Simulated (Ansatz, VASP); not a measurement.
**YTl2OsC6N6: VASP beside Ansatz**

File INCAR:

```
SYSTEM = YTl2OsC6N6
  PREC = Accurate
  ENCUT = 600
  EDIFF = 1E-7
  ISMEAR = 0
  SIGMA = 0.1
  LREAL = Auto
  LASPH = .True.
  NELM = 150
  ALGO = Normal
  ISIF = 3
  LWAVE = .False.
  LCHARG = .False.
  ISPIN = 2
  MAGMOM = 0 0 0 1 0 0 0 0 0 0 0 0 0 0 0 0
  LORBIT = 11
  LMAXMIX = 4
  GGA = PE
  IBRION = 2
  NSW = 90
  EDIFFG = -0.04
  KPAR = 4
```

Contents of KPOINTS:

```
regular mesh
0
Gamma
  4 4 4
  0 0 0
```

The input POSCAR:

```
YTl2OsC6N6
1.0
    0.0000000000      5.2760000000      5.2760000000
    5.2760000000      0.0000000000      5.2760000000
    5.2760000000      5.2760000000      0.0000000000
Y Tl Os C N
1 2 1 6 6
Direct
    0.5000000000      0.5000000000      0.5000000000
    0.2500000000      0.2500000000      0.2500000000
    0.7500000000      0.7500000000      0.7500000000
    0.0000000000      0.0000000000      0.0000000000
    0.8203184200      0.1796815800      0.1796815800
    0.1796815800      0.8203184200      0.1796815800
    0.1796815800      0.1796815800      0.8203184200
    0.1796815800      0.8203184200      0.8203184200
    0.8203184200      0.1796815800      0.8203184200
    0.8203184200      0.8203184200      0.1796815800
    0.7094389700      0.2905610300      0.2905610300
    0.2905610300      0.7094389700      0.2905610300
    0.2905610300      0.2905610300      0.7094389700
    0.2905610300      0.7094389700      0.7094389700
    0.7094389700      0.2905610300      0.7094389700
    0.7094389700      0.7094389700      0.2905610300
```

Input for Ansatz:

```yaml
crystal:
  lattice:
    - [0.0, 5.276, 5.276]
    - [5.276, 0.0, 5.276]
    - [5.276, 5.276, 0.0]
  atoms:
    - { symbol: "Y", position: [0.5, 0.5, 0.5] }
    - { symbol: Tl, position: [0.25, 0.25, 0.25] }
    - { symbol: Tl, position: [0.75, 0.75, 0.75] }
    - { symbol: Os, position: [0.0, 0.0, 0.0], spin: 1.0 }
    - { symbol: C, position: [0.82031842, 0.17968158, 0.17968158] }
    - { symbol: C, position: [0.17968158, 0.82031842, 0.17968158] }
    - { symbol: C, position: [0.17968158, 0.17968158, 0.82031842] }
    - { symbol: C, position: [0.17968158, 0.82031842, 0.82031842] }
    - { symbol: C, position: [0.82031842, 0.17968158, 0.82031842] }
    - { symbol: C, position: [0.82031842, 0.82031842, 0.17968158] }
    - { symbol: "N", position: [0.70943897, 0.29056103, 0.29056103] }
    - { symbol: "N", position: [0.29056103, 0.70943897, 0.29056103] }
    - { symbol: "N", position: [0.29056103, 0.29056103, 0.70943897] }
    - { symbol: "N", position: [0.29056103, 0.70943897, 0.70943897] }
    - { symbol: "N", position: [0.70943897, 0.29056103, 0.70943897] }
    - { symbol: "N", position: [0.70943897, 0.70943897, 0.29056103] }
basis:
  ecutwfc: 420
kpoints:
  mp_grid: { grid: [4, 4, 4] }
hamiltonian:
  xc: pbe
scf:
  occupations: { method: gaussian, width: 0.1 }
  lower_state_search: "off"
output:
  forces: true
  stress: true
  eigenvalues: true
  populations: true
magnetization:
  spin_polarized: true
relax:
  adjacent_minimum: "off"
  f_tol: 0.04
  max_steps: 70
  cell: { stress_tol: 0.4 }
```

Alike in both runs: task relaxation of cell and atoms; functional PBE; k mesh 4 × 4 × 4; occupations gaussian, width 0.1 eV; collinear spin.

```csv
,VASP,Ansatz
version,VASP 6.6.1,Ansatz 0.2.0
potentials or method,"VASP PAW PBE potentials, release 64 (Y_sv, Tl_d, Os, C, N), cutoff 600 eV","scalar-relativistic, plane waves, PAW"
valence electrons in the cell,99,107
```

Ansatz gave:

```
gap on the k mesh at the Fermi level, each at its own relaxed structure (eV) : none
net moment per atom (μB)                                                     : 0.00
relaxed volume (Å³/atom)                                                     : 21.34
relaxed cell length with the largest relative difference (Å)                 : 7.845
```

What did VASP give for the same quantities?

gap on the k mesh at the Fermi level, each at its own relaxed structure (eV): none; net moment per atom (μB): 0.00; relaxed volume (Å³/atom): 21.44; relaxed cell length with the largest relative difference (Å): 7.858.

A gap of «none» marks a metal or a gap that the smearing closes. VASP's potentials hold 99 valence electrons a cell and Ansatz's 107, so a difference there can come from the potentials and not from the codes. Ansatz's warnings: seeded moment not kept.

Spin-orbit coupling is off throughout. Noted on VASP's run: the standard files for N, O and F lose accuracy on very short bonds; the volume moved by over 15 % at a fixed basis, so the end points are rough.
